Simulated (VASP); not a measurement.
Write the native input for VASP 6.6.1 that does the following.

```yaml
Task: single point
Functional: revPBE
Potentials_or_basis: VASP PAW PBE potentials, release 64 (Sr_sv)
Cutoff: 520 eV
k_mesh: 6 × 6 × 9
Occupations: fermi-dirac, width 0.1 eV
Spin: no spin polarisation
Dipole_correction: no
Further_INCAR_settings: ALGO = Normal; EDIFF = 1e-06; NBANDS = 22
```

The structure of Sr lies in POSCAR:

```
Sr
1.0
    6.6644765693      0.0000000000      0.0000000000
   -3.3322382847      5.7716060119      0.0000000000
    0.0000000000      0.0000000000      3.9931080740
Sr
3
Direct
    0.0000000000      1.0000000000      0.0000000000
    0.3333333333      0.6666666667      0.5000000000
    0.6666666667      0.3333333333      0.5000000000
```

This isn't the form of Sr at room conditions, which is fcc.

These files were run (other wordings do the same):

INCAR

```
SYSTEM = Sr
PREC = Accurate
ENCUT = 520
EDIFF = 1E-6
ISMEAR = -1
SIGMA = 0.1
LREAL = .False.
LASPH = .True.
NELM = 80
ALGO = Normal
ISIF = 2
LWAVE = .False.
LCHARG = .False.
GGA = RE
NBANDS = 22
```

KPOINTS

```
regular mesh
0
Gamma
  6 6 9
  0 0 0
```

Potentials or basis: VASP PAW PBE potentials, release 64 (Sr_sv).

The run is started by

```console
$ cat potpaw_PBE.64/Sr_sv/POTCAR > POTCAR
$ mpirun -np 1 vasp_std > vasp.out
```

Results of the run:

```json
{
 "Pressure": "1.6 GPa",
 "Band gap on the k mesh": "zero (bands 15 and 16 overlap by 0.21 eV)"
}
```

Caveat: the PAW data sets were made with another functional, which shifts forces and pressure a little.

Wall time 54 s on 1 thread of AMD EPYC 9R45 96-Core Processor (Zen 5), on a shared host, peak memory 0.26 GiB.
